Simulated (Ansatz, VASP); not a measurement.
**One calculation of CaO, two programs**

```xyz
2
Lattice="2.9029 0.0000 0.0000 0.0000 2.9029 0.0000 0.0000 0.0000 2.9319" Properties=species:S:1:pos:R:3 pbc="T T T"
Ca    0.0000    0.0000    0.0000
O     1.4515    1.4515    1.4660
```

Change from the starting cell: strain e3 = +0.01, atoms carried along.

Alike in both runs: task single point; functional r2SCAN; k mesh 8 × 8 × 8; occupations gaussian, width 0.05 eV; no spin polarisation.

```csv
,VASP,Ansatz
version,VASP 6.6.1,Ansatz 0.2.0
potentials or method,"VASP PAW PBE potentials, release 64 (Ca_sv, O), cutoff 520 eV","scalar-relativistic, plane waves, PAW"
valence electrons in the cell,16,16
```

|  | VASP | Ansatz | Ansatz less VASP |
| --- | --- | --- | --- |
| gap on the k mesh at the Fermi level (eV) | 3.25 | 3.25 | -0.002 |
| least direct gap on the mesh (eV) | 3.55 | 3.55 | +0.001 |
| pressure (GPa) | -0.2 | -1.2 | -1.03 |
| traceless stress, the component that is largest in VASP (GPa) | -2.65 | -2.66 | -0.002 |

VASP's potentials were made for PBE, not for r2SCAN.
